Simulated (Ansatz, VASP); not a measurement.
BeAlS3: VASP beside Ansatz

```
Be Al S
1.0
     5.09578    0.00000    0.00000
    -2.54789    4.41308    0.00000
     0.00000    0.00000    4.61223
Be Al S
1 1 3
Direct
  0.00000 0.00000 0.50000
  0.00000 0.00000 0.00000
  0.50000 0.00000 0.50000
  0.00000 0.50000 0.50000
  0.50000 0.50000 0.50000
```

Alike in both runs: functional PBE; k mesh 12 × 12 × 8; occupations gaussian, width 0.1 eV; no spin polarisation.

Ansatz relaxed the structure, and its values are those at the end. VASP's run is a single point on that final structure, the one shown.

|  | VASP | Ansatz |
| --- | --- | --- |
| version | VASP 6.6.1 | Ansatz 0.2.0 |
| potentials or method | VASP PAW PBE potentials, release 64 (Be, Al, S), cutoff 520 eV | scalar-relativistic, plane waves, PAW |
| valence electrons in the cell | 23 | 23 |

|  | VASP | Ansatz | Ansatz less VASP |
| --- | --- | --- | --- |
| gap on the k mesh at the Fermi level (eV) | none | none | - |
| pressure (GPa) | -0.1 | 0.0 | +0.07 |

A gap of «none» marks a metal or a gap that the smearing closes.
